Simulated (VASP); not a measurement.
# WSe2 in VASP: notebook

Aim: see how the results for WSe2 move with the level of theory and the settings. Levels: PBE, r2SCAN. Tasks: single point.

All numbers are computed with VASP 6.6.1; they aren't measurements. Logs are shortened: lines on timing, memory, paths and dates and some standing lists are left out, and cuts for length are marked.

## 1. The cell of the first run

The cell holds a slab with vacuum, 6 atoms: a = 3.318 Å, b = 3.318 Å, c = 24.069 Å, α = 90.00°, β = 90.00°, γ = 120.00°.

## 2. Single point, PBE

INCAR reads:

```
PREC = Accurate
ENCUT = 520
EDIFF = 1E-6
ISMEAR = 0
SIGMA = 0.02
LREAL = False
LASPH = True
NELM = 80
ALGO = Normal
ISIF = 2
LWAVE = False
LCHARG = False
GGA = PE
NBANDS = 35
```

KPOINTS reads:

```
regular mesh
0
Gamma
  9 9 2
```

POSCAR reads:

```
WSe2
1.0
    3.3178532690      0.0000000000      0.0000000000
   -1.6589266345      2.8733452170      0.0000000000
    0.0000000000      0.0000000000     24.0685192700
W Se
2 4
Direct
    0.6666666700      0.3333333300      0.1415375200
    0.3333333300      0.6666666700      0.8584624800
    0.3333333300      0.6666666700      0.2105944900
    0.6666666700      0.3333333300      0.9275621000
    0.3333333300      0.6666666700      0.0724379000
    0.6666666700      0.3333333300      0.7894055100
```

Potentials or basis: VASP PAW PBE potentials, release 64 (W_sv, Se).

Started as:

```bash
$ cat potpaw_PBE.64/W_sv/POTCAR potpaw_PBE.64/Se/POTCAR > POTCAR
$ mpirun -np 1 vasp_std > vasp.out
```

OUTCAR:

```text
PREC = Accurate
   ENCUT = 520
   EDIFF = 1E-6
   ISMEAR = 0
   LREAL = False
   LASPH = True
   NELM = 80
   ISIF = 2
   GGA = PE

 ion  position               nearest neighbor table
   1  0.667  0.333  0.142-   3 2.54   3 2.54   3 2.54   5 2.54   5 2.54   5 2.54
   2  0.333  0.667  0.858-   6 2.54   6 2.54   6 2.54   4 2.54   4 2.54   4 2.54
   3  0.333  0.667  0.211-   1 2.54   1 2.54   1 2.54
   4  0.667  0.333  0.928-   2 2.54   2 2.54   2 2.54
   5  0.333  0.667  0.072-   1 2.54   1 2.54   1 2.54
   6  0.667  0.333  0.789-   2 2.54   2 2.54   2 2.54

  LATTYP: Found a hexagonal cell.
 ALAT       =     3.3178532690
 C/A-ratio  =     7.2542446331

  Lattice vectors:

 A1 = (   3.3178532690,   0.0000000000,   0.0000000000)
 A2 = (  -1.6589266345,   2.8733452170,   0.0000000000)
 A3 = (   0.0000000000,   0.0000000000,  24.0685192700)

Analysis of symmetry for initial positions (statically):
=====================================================================
 Subroutine PRICEL returns:
 Original cell was already a primitive cell.

 Routine SETGRP: Setting up the symmetry group for a
 hexagonal supercell.

 Subroutine GETGRP returns: Found 12 space group operations
 (whereof 12 operations were pure point group operations)
 out of a pool of 24 trial point group operations.

The static configuration has the point symmetry D_3d.

Analysis of symmetry for dynamics (positions and initial velocities):
=====================================================================
 Subroutine PRICEL returns:
 Original cell was already a primitive cell.

 Routine SETGRP: Setting up the symmetry group for a
 hexagonal supercell.

 Subroutine GETGRP returns: Found 12 space group operations
 (whereof 12 operations were pure point group operations)
 out of a pool of 24 trial point group operations.

The dynamic configuration has the point symmetry D_3d.

 Subroutine INISYM returns: Found 12 space group operations
 (whereof 12 operations are pure point group operations),
 and found     1 'primitive' translations

----------------------------------------------------------------------------------------

                                     Primitive cell

  volume of cell :     229.4533

  direct lattice vectors                    reciprocal lattice vectors
     3.317853269  0.000000000  0.000000000     0.301399706  0.174013201  0.000000000
    -1.658926634  2.873345217  0.000000000     0.000000000  0.348026403  0.000000000
     0.000000000  0.000000000 24.068519270     0.000000000  0.000000000  0.041548048

  length of vectors
     3.317853269  3.317853269 24.068519270     0.348026403  0.348026403  0.041548048

  position of ions in fractional coordinates (direct lattice)
     0.666666670  0.333333330  0.141537520
     0.333333330  0.666666670  0.858462480
     0.333333330  0.666666670  0.210594490
     0.666666670  0.333333330  0.927562100
     0.333333330  0.666666670  0.072437900
     0.666666670  0.333333330  0.789405510

  ion indices of the primitive-cell ions
   primitive index   ion index
                 1           1
                 2           2
                 3           3
                 4           4
                 5           5
                 6           6

----------------------------------------------------------------------------------------

 KPOINTS: regular mesh

Automatic generation of k-mesh.
 Grid dimensions read from file:
 generate k-points for:    9    9    2

 Generating k-lattice:

  Cartesian coordinates                     Fractional coordinates (reciprocal lattice)
     0.033488856  0.019334800  0.000000000     0.111111111  0.000000000  0.000000000
     0.000000000  0.038669600  0.000000000     0.000000000  0.111111111  0.000000000
     0.000000000  0.000000000  0.020774024     0.000000000  0.000000000  0.500000000

  Length of vectors
     0.038669600  0.038669600  0.020774024

  Shift w.r.t. Gamma in fractional coordinates (k-lattice)
     0.000000000  0.000000000  0.000000000

 Subroutine IBZKPT returns following result:
 ===========================================

 Found     24 irreducible k-points:

 Following reciprocal coordinates:
            Coordinates               Weight
  0.000000  0.000000  0.000000      1.000000
  0.111111  0.000000  0.000000      6.000000
  0.222222  0.000000  0.000000      6.000000
  0.333333  0.000000  0.000000      6.000000
  0.444444  0.000000  0.000000      6.000000
  0.111111  0.111111  0.000000      6.000000
[... 16 lines left out ...]
  0.333333  0.222222  0.500000     12.000000
  0.333333  0.333333  0.500000      2.000000
   k-points           NKPTS =     24   k-points in BZ     NKDIM =     24   number of bands    NBANDS=     35
   number of dos      NEDOS =    301   number of ions     NIONS =      6
   total plane-waves  NPLWV = 141120
   dimension x,y,z NGX =    28 NGY =   28 NGZ =  180
   dimension x,y,z NGXF=    56 NGYF=   56 NGZF=  360
   ions per type =               2   4
   NGX,Y,Z   is equivalent  to a cutoff of  14.03, 14.03, 12.43 a.u.
   NGXF,Y,Z  is equivalent  to a cutoff of  28.06, 28.06, 24.87 a.u.
 SYSTEM =  unknown system
   PREC   = accura    normal or accurate (medium, high low for compatibility)
   ISTART =      0    job   : 0-new  1-cont  2-samecut
   ICHARG =      2    charge: 1-file 2-atom 10-const
   ISPIN  =      1    spin polarized calculation?
   LNONCOLLINEAR =      F non collinear calculations
   LSORBIT =      F    spin-orbit coupling
   LASPH  =      T    aspherical Exc in radial PAW
   ENCUT  =  520.0 eV  38.22 Ry    6.18 a.u.   6.17  6.17 44.75*2*pi/ulx,y,z
   NELM   =     80;   NELMIN=  2; NELMDL= -5     # of ELM steps
   EDIFF  = 0.1E-05   stopping-criterion for ELM
   LREAL  =      F    real-space projection
   EDIFFG = 0.1E-04   stopping-criterion for IOM
   NSW    =      0    number of steps for IOM
   IBRION =     -1    ionic relax: 0-MD 1-quasi-New 2-CG
   NFREE  =      0    steps in history (QN), initial steepest desc. (CG)
   ISIF   =      2    stress and relaxation
   ISYM   =      2    0-nonsym 1-usesym 2-fastsym
   POTIM  = 0.5000    time-step for ionic-motion
   TEBEG  =    0.0;   TEEND  =   0.0 temperature during run
   PSTRESS=    0.0 pullay stress
   NELECT =      52.0000    total number of electrons
   NUPDOWN=      -1.0000    fix difference up-down
   EMIN   =  10.00;   EMAX   =-10.00  energy-range for DOS
   EFERMI =   0.00;   METHOD = LEGACY
   ISMEAR =     0;   SIGMA  =   0.02  broadening in eV -4-tet -1-fermi 0-gaus
   EFERMI_NEDOS =   21; number of points for ismear=-14 and -15
   IALGO  =     38    algorithm
   IMIX   =      4    mixing-type and parameters
     AMIX     =   0.40;   BMIX     =  1.00
     AMIX_MAG =   1.60;   BMIX_MAG =  1.00
  volume/ion in A,a.u.               =      38.24       258.07
  Fermi-wavevector in a.u.,A,eV,Ry     =   0.998109  1.886152 13.554408  0.996221
  Thomas-Fermi vector in A             =   2.130310
   LORBIT       =      0    0 simple, 1 ext, 2 COOP (PROOUT), +10 PAW based schemes
   GGA     = PE    functional components
   LHFCALC =     F    Hartree Fock is set to
   AEXX    =    0.0000 exact exchange contribution
   IVDW    =     0    specifies the selected vdW correction
   LEPSILON=     F    determine dielectric tensor
   LRPA    =     F    only Hartree local field effects (RPA)
 non-spin polarized calculation
 Gauss-broadening in eV      SIGMA  =   0.02
  energy-cutoff  :      520.00
  volume of cell :      229.45
 maximum number of plane-waves:      6209
 NGX is ok and might be reduce to    28
   NGX = 13   NGY = 13   NGZ = 89

 number of electron      51.9999994 magnetization

 Free energy of the ion-electron system (eV)
  ---------------------------------------------------
  ext. energy  EPLUGINS =         0.00000000
  ---------------------------------------------------
  free energy    TOTEN  =       -43.22576656 eV

  energy without entropy =      -43.22576656  energy(sigma->0) =      -43.22576656

 E-fermi :   0.9402     XC(G=0):  -6.2274

 val. band max:        0.8006456392   @ k =   0.0000   0.0000   0.0000
 cond. band min:       2.2686733509   @ k =   0.3333   0.3333   0.0000
 fundamental gap:      1.4680277117
 Fermi energy:         0.9401930259

 k-point     1 :       0.0000    0.0000    0.0000
  band No.  band energies     occupation
      1     -73.3033      2.00000
      2     -73.3033      2.00000
      3     -37.5303      2.00000
      4     -37.5303      2.00000
      5     -37.4308      2.00000
      6     -37.4308      2.00000
[... 27 lines left out ...]
     34       3.8973      0.00000
     35       5.0674      0.00000

 k-point     2 :       0.1111    0.0000    0.0000
  band No.  band energies     occupation
      1     -73.3022      2.00000
      2     -73.3022      2.00000
      3     -37.5254      2.00000
      4     -37.5254      2.00000
      5     -37.4560      2.00000
      6     -37.4560      2.00000
[... 27 lines left out ...]
     34       3.9937      0.00000
     35       5.5365      0.00000

 k-point     3 :       0.2222    0.0000    0.0000
  band No.  band energies     occupation
      1     -73.2996      2.00000
      2     -73.2995      2.00000
      3     -37.5192      2.00000
      4     -37.5192      2.00000
      5     -37.5133      2.00000
      6     -37.5133      2.00000
[... 27 lines left out ...]
     34       4.5886      0.00000
     35       6.1991      0.00000
[... 723 lines left out ...]
 k-point    23 :       0.3333    0.2222    0.5000
  band No.  band energies     occupation
      1     -73.2936      2.00000
      2     -73.2936      2.00000
      3     -37.6110      2.00000
      4     -37.6110      2.00000
      5     -37.5305      2.00000
      6     -37.5305      2.00000
[... 27 lines left out ...]
     34       5.4915      0.00000
     35       6.2832      0.00000

 k-point    24 :       0.3333    0.3333    0.5000
  band No.  band energies     occupation
      1     -73.2931      2.00000
      2     -73.2931      2.00000
      3     -37.5899      2.00000
      4     -37.5899      2.00000
      5     -37.5670      2.00000
      6     -37.5670      2.00000
[... 27 lines left out ...]
     34       5.5892      0.00000
     35       6.7160      0.00000

------------------------ aborting loop because EDIFF is reached ----------------------------------------

  FORCE on cell =-STRESS in cart. coord.  units (eV):
  Direction    XX          YY          ZZ          XY          YZ          ZX
  --------------------------------------------------------------------------------------
  -------------------------------------------------------------------------------------
  Total        1.1031383      1.1031383      2.4459328      0.0000000      0.0000000     -0.0000000
  in kB        7.7027569      7.7027569     17.0789336      0.0000000      0.0000000     -0.0000000
  external PRESSURE =      10.8281491 kB  Pullay stress =       0.0000000 kB

 VOLUME and BASIS-vectors are now :
 -----------------------------------------------------------------------------
  energy-cutoff  :      520.00
  volume of cell :      229.45
      direct lattice vectors                 reciprocal lattice vectors
     3.317853269  0.000000000  0.000000000     0.301399706  0.174013201  0.000000000
    -1.658926634  2.873345217  0.000000000     0.000000000  0.348026403  0.000000000
     0.000000000  0.000000000 24.068519270     0.000000000  0.000000000  0.041548048

 POSITION                                       TOTAL-FORCE (eV/Angst)
 -----------------------------------------------------------------------------------
      1.65893      0.95778      3.40660         0.000000      0.000000      0.006132
     -0.00000      1.91556     20.66192         0.000000     -0.000000     -0.006132
     -0.00000      1.91556      5.06870        -0.000000     -0.000000      0.340780
      1.65893      0.95778     22.32505         0.000000      0.000000      0.295160
     -0.00000      1.91556      1.74347        -0.000000      0.000000     -0.295160
      1.65893      0.95778     18.99982        -0.000000      0.000000     -0.340780
 -----------------------------------------------------------------------------------
    total drift:                                0.000000      0.000000     -0.000000

  FREE ENERGIE OF THE ION-ELECTRON SYSTEM (eV)
  ---------------------------------------------------
  free  energy   TOTEN  =       -43.2257665635 eV

  energy  without entropy=      -43.2257665635  energy(sigma->0) =      -43.22576656
```

Wall time 3.5 min (1 thread of AMD EPYC 9R45 (Zen 5), shared host); peak memory 0.41 GiB.

Results:

| Property | Result |
| --- | --- |
| Free energy | -43.2258 eV |
| Largest force | 0.341 eV/Å |
| Band gap on the k mesh | 1.47 eV (least direct gap 1.49 eV) |

Forces in eV/Å, atoms in the order of the input:
```
W    0.000  0.000  0.006
W    0.000  0.000 -0.006
Se   0.000  0.000  0.341
Se   0.000  0.000  0.295
Se   0.000  0.000 -0.295
Se   0.000  0.000 -0.341
```

Caveat: spin-orbit coupling is left out, which moves the levels of the heavy elements.

## 3. Single point, r2SCAN (strained)

POSCAR reads:

```
WSe2
1.0
    3.4411446965      0.0000000000      0.0000000000
   -1.7205723482      2.9801187253      0.0000000000
    0.0000000000      0.0000000000     24.6018776570
W Se
2 4
Direct
    0.6666666667      0.3333333333      0.1402372236
    0.3333333333      0.6666666667      0.8597627764
    0.3333333333      0.6666666667      0.2100785945
    0.6666666667      0.3333333333      0.9259177369
    0.3333333333      0.6666666667      0.0740822631
    0.6666666667      0.3333333333      0.7899214055
```

INCAR.step1 reads:

```
PREC = Accurate
ENCUT = 520
ISMEAR = 0
SIGMA = 0.02
LREAL = False
LASPH = True
NELM = 100
NBANDS = 35
GGA = PE
ALGO = Normal
EDIFF = 1E-4
LWAVE = True
LCHARG = False
```

INCAR.step2 reads:

```
PREC = Accurate
ENCUT = 520
EDIFF = 1E-6
ISMEAR = 0
SIGMA = 0.02
LREAL = False
LASPH = True
NELM = 100
ALGO = Normal
ISIF = 2
LWAVE = False
LCHARG = True
METAGGA = R2SCAN
LMIXTAU = True
LELF = True
LVHAR = True
NBANDS = 35
ISTART = 1
```

KPOINTS is that of step 2.

Potentials or basis: VASP PAW PBE potentials, release 64 (W_sv, Se).

Started as:

```bash
$ cat potpaw_PBE.64/W_sv/POTCAR potpaw_PBE.64/Se/POTCAR > POTCAR
$ cp INCAR.step1 INCAR
$ mpirun -np 1 vasp_std > vasp.out
$ cp INCAR.step2 INCAR
$ mpirun -np 1 vasp_std > vasp.out
```

It took 11 min on 1 thread of AMD EPYC 9R45 (Zen 5), shared host; peak memory 0.49 GiB.

It converged, with:

```yaml
Free_energy: -163.1646 eV
Largest_force: 1.390 eV/Å
Band_gap_on_the_k_mesh: 1.04 eV (least direct gap 1.30 eV)
```

Forces on the atoms (eV/Å):
```
W    0.000  0.000  1.107
W    0.000  0.000 -1.107
Se   0.000  0.000 -1.390
Se   0.000  0.000 -0.263
Se   0.000  0.000  0.263
Se   0.000  0.000  1.390
```

Levels at points of the mesh, in eV from the valence-band top:
```csv
k point,band 23,band 24,band 25,band 26,band 27,band 28,band 29,band 30
"(0.00, 0.00, 0.00)",-1.71,-1.71,-0.44,0.00,2.39,2.39,2.40,2.40
"(0.00, 0.00, 0.50)",-1.71,-1.71,-0.44,0.00,2.39,2.39,2.40,2.40
```

Caveat: the cell differs from its parent crystal (strained); the PAW data sets were made with another functional, which shifts forces and pressure a little; spin-orbit coupling is left out, which moves the levels of the heavy elements.
